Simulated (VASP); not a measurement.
Set up this calculation in VASP 6.6.1, as the native input.

| Property | Result |
| --- | --- |
| Task | single point |
| Functional | PBE |
| Potentials or basis | VASP PAW PBE potentials, release 64 (La) |
| Cutoff | 520 eV |
| k mesh | 4 × 4 × 4 |
| Occupations | gaussian, width 0.1 eV |
| Spin | no spin polarisation |
| Dipole correction | no |
| Further INCAR settings | ALGO = Normal; EDIFF = 1e-07; NBANDS = 12 |

The structure of La lies in POSCAR:

```
La
1.0
    3.3245287629      0.0000000000      0.0000000000
    0.0000000000      3.3245287629      0.0000000000
    0.0000000000      0.0000000000      3.3255074401
La
1
Direct
    0.0000000000      0.0000000000      0.5000000000
```

These files were run (other wordings do the same):

INCAR

```
PREC = Accurate
ENCUT = 520
EDIFF = 1E-7
ISMEAR = 0
SIGMA = 0.1
LREAL = False
LASPH = True
NELM = 80
ALGO = Normal
ISIF = 2
LWAVE = False
LCHARG = True
GGA = PE
LELF = True
LVHAR = True
NBANDS = 12
```

KPOINTS

```
regular mesh
0
Gamma
  4 4 4
```

Potentials or basis: VASP PAW PBE potentials, release 64 (La).

The run is started by

```sh
$ cat potpaw_PBE.64/La/POTCAR > POTCAR
$ mpirun -np 1 vasp_std > vasp.out
```

It gave:

```
Pressure : 0.2 GPa
```

Caveat: the k points lie up to 0.47 Å⁻¹ apart.

Run time: 25 s on 1 thread of Intel(R) Xeon(R) Platinum 8488C (Sapphire Rapids), with other jobs on the host, peak memory 0.17 GiB.
